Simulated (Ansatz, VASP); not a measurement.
One calculation of Mg3ZnS4, two programs

```
Mg S Zn
1.0
    -2.82640    2.82640    5.64315
     2.82640   -2.82640    5.64315
     2.82640    2.82640   -5.64315
Mg S Zn
3 4 1
Direct
  0.75000 0.25000 0.50000
  0.50000 0.50000 0.00000
  0.25000 0.75000 0.50000
  0.12047 0.63570 0.00000
  0.87953 0.87953 0.51524
  0.63570 0.12047 0.00000
  0.36430 0.36430 0.48476
  0.00000 0.00000 0.00000
```

Alike in both runs: task single point; functional r2SCAN; k mesh 6 × 6 × 6; no spin polarisation.

|  | VASP | Ansatz |
| --- | --- | --- |
| version | VASP 6.6.1 | Ansatz 0.2.0 |
| potentials or method | VASP PAW PBE potentials, release 64 (Mg, S, Zn) | plane waves, PAW |
| plane-wave cutoff (eV) | 520 | 500 |
| occupations | gaussian, width 0.01 eV | fixed |
| valence electrons in the cell | 42 | 66 |

Ansatz gave:

* gap on the k mesh at the Fermi level (eV): 3.57
* pressure (GPa): -1.8
* rms of the force components (eV/Å): 0.004

Q: Estimate VASP's values.

A: gap on the k mesh at the Fermi level (eV): 3.57; pressure (GPa): -2.0; rms of the force components (eV/Å): 0.007.

VASP's potentials were made for PBE, not for r2SCAN. VASP's potentials hold 42 valence electrons a cell and Ansatz's 66, so a difference there can come from the potentials and not from the codes.
